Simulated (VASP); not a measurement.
Set up this calculation in VASP 6.6.1, as the native input.

| Property | Result |
| --- | --- |
| Task | single point |
| Functional | PBE |
| Potentials or basis | VASP PAW PBE potentials, release 64 (Ga_d, O) |
| Cutoff | 520 eV |
| k mesh | 7 × 7 × 7 |
| Occupations | fermi-dirac, width 0.01 eV |
| Spin | no spin polarisation |
| Dipole correction | no |
| Further INCAR settings | ALGO = Normal; EDIFF = 1e-07; NBANDS = 55 |

The structure of Ga2O3 (Ga2O3 (R-3c)) lies in POSCAR:

```
Ga2O3
1.0
    2.5289754454      1.4601046710      4.5413080058
   -2.5289754454      1.4601046710      4.5413080058
    0.0000000000     -2.9202092914      4.5413080220
Ga O
4 6
Direct
    0.8558413517      0.8558413517      0.8558413517
    0.6441586483      0.6441586483      0.6441586483
    0.1441586483      0.1441586483      0.1441586483
    0.3558413517      0.3558413517      0.3558413517
    0.7500000000      0.4469003098      0.0530996902
    0.4469003098      0.0530996902      0.7500000000
    0.0530996902      0.7500000000      0.4469003098
    0.2500000000      0.5530996902      0.9469003098
    0.9469003098      0.2500000000      0.5530996902
    0.5530996902      0.9469003098      0.2500000000
```

These files were run (other wordings do the same):

INCAR

```
SYSTEM = Ga2O3
  PREC = Accurate
  ENCUT = 520
  EDIFF = 1E-7
  ISMEAR = -1
  SIGMA = 0.01
  LREAL = .FALSE.
  LASPH = .TRUE.
  NELM = 80
  ALGO = Normal
  ISIF = 2
  LWAVE = .FALSE.
  LCHARG = .FALSE.
  GGA = PE
  NBANDS = 55
```

KPOINTS

```
regular mesh
0
G
  7 7 7
  0 0 0
```

Potentials or basis: VASP PAW PBE potentials, release 64 (Ga_d, O).

The run is started by

```sh
$ cat potpaw_PBE.64/Ga_d/POTCAR potpaw_PBE.64/O/POTCAR > POTCAR
$ mpirun -np 1 vasp_std > vasp.out
```

Results of the run:

* Pressure: 0.9 GPa
* Largest force: 0.012 eV/Å
* Band gap on the k mesh: 2.40 eV, indirect (least direct gap 2.62 eV)

It took 4.9 min on 1 thread of Intel Xeon 6975P-C, with other jobs on the host, peak memory 0.35 GiB.
